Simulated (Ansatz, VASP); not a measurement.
## Si2C: VASP beside Ansatz

```
Si C
1.0
     2.93062    0.00000    0.00000
    -1.46531    2.53799    0.00000
     0.00000    0.00000    8.81706
Si C
4 2
Direct
  0.33333 0.66667 0.61284
  0.66667 0.33333 0.11284
  0.33333 0.66667 0.88716
  0.66667 0.33333 0.38716
  0.33333 0.66667 0.25000
  0.66667 0.33333 0.75000
```

Change from the starting cell: species swapped into the WSe2 type (P6_3/mmc, No. 194).

Alike in both runs: functional PBE; k mesh 6 × 6 × 2; occupations gaussian, width 0.1 eV; no spin polarisation.

Ansatz relaxed the structure, and its values are those at the end. VASP's run is a single point on that final structure, the one shown.

|  | VASP | Ansatz |
| --- | --- | --- |
| version | VASP 6.6.1 | Ansatz 0.2.0 |
| potentials or method | VASP PAW PBE potentials, release 64 (Si, C), cutoff 520 eV | scalar-relativistic, plane waves, PAW |
| valence electrons in the cell | 24 | 24 |

VASP gave:

```
gap on the k mesh at the Fermi level (eV) : none
pressure (GPa)                            : 0.1
rms of the force components (eV/Å)        : 0.008
```

Question: What did Ansatz give for the same quantities?

Answer: gap on the k mesh at the Fermi level (eV): none; pressure (GPa): 0.1; rms of the force components (eV/Å): 0.003.

A gap of «none» marks a metal or a gap that the smearing closes. With one functional, cell and mesh, what is left measures potentials, basis and numerics.

The k mesh is coarse, so the values compare programs but aren't converged.
